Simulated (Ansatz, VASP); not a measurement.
Two plane-wave programs on V3NiMo

```xyz
5
Lattice="4.4558 0.0000 0.0000 0.0000 4.4558 0.0000 0.0000 0.0000 4.4558" Properties=species:S:1:pos:R:3 pbc="T T T"
V     0.0000    2.2279    2.2279
V     2.2279    0.0000    2.2279
V     2.2279    2.2279    0.0000
Ni    0.0000    0.0000    0.0000
Mo    2.2279    2.2279    2.2279
```

Alike in both runs: functional PBE; k mesh 8 × 8 × 8; occupations gaussian, width 0.1 eV; no spin polarisation.

Ansatz relaxed the structure, and its values are those at the end. VASP's run is a single point on that final structure, the one shown.

```csv
,VASP,Ansatz
version,VASP 6.6.1,Ansatz 0.2.0
potentials or method,"VASP PAW PBE potentials, release 64 (V_sv, Ni, Mo_sv), cutoff 520 eV","scalar-relativistic, plane waves, PAW"
valence electrons in the cell,63,71
```

|  | VASP | Ansatz | Ansatz less VASP |
| --- | --- | --- | --- |
| gap on the k mesh at the Fermi level (eV) | none | none | - |
| pressure (GPa) | 0.9 | 0.0 | -0.87 |

A gap of «none» marks a metal or a gap that the smearing closes. VASP's potentials hold 63 valence electrons a cell and Ansatz's 71, so a difference there can come from the potentials and not from the codes.
